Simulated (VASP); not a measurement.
Input of a VASP 6.6.1 run:

The input INCAR:

```
PREC = Accurate
ENCUT = 520
EDIFF = 1E-6
ISMEAR = 0
SIGMA = 0.1
LREAL = F
LASPH = T
NELM = 80
ALGO = Normal
ISIF = 2
LWAVE = F
LCHARG = F
GGA = PE
NBANDS = 28
```

Contents of KPOINTS:

```
regular mesh
0
Gamma
  4 4 4
```

Contents of POSCAR:

```
HfSiO4
1.0
    0.0000000000      3.4559562335      3.4559562335
    3.4559562335      0.0000000000      3.4559562335
    3.4559562335      3.4559562335      0.0000000000
Hf Si O
1 1 4
Direct
    0.5000000000      0.5000000000      0.5000000000
    0.0000000000      0.0000000000      0.0000000000
    0.1322840386      0.6031478841      0.1322840386
    0.1322840386      0.1322840386      0.6031478841
    0.6031478841      0.1322840386      0.1322840386
    0.1322840386      0.1322840386      0.1322840386
```

Potentials or basis: VASP PAW PBE potentials, release 64 (Hf_pv, Si, O).

Launch:

```console
$ cat potpaw_PBE.64/Hf_pv/POTCAR potpaw_PBE.64/Si/POTCAR potpaw_PBE.64/O/POTCAR > POTCAR
$ mpirun -np 1 vasp_std > vasp.out
```

Predict the band gap on the k mesh.

0.13 eV, indirect (least direct gap 0.15 eV).

Estimate the largest force.

0.106 eV/Å.

Forces in eV/Å, atoms in the order of the input:
```
Hf   0.000  0.000  0.000
Si   0.000  0.000  0.000
O   -0.061  0.061 -0.061
O   -0.061 -0.061  0.061
O    0.061 -0.061 -0.061
O    0.061  0.061  0.061
```

Caveat: spin-orbit coupling is left out, which moves the levels of the heavy elements. A k mesh can miss the band edges.
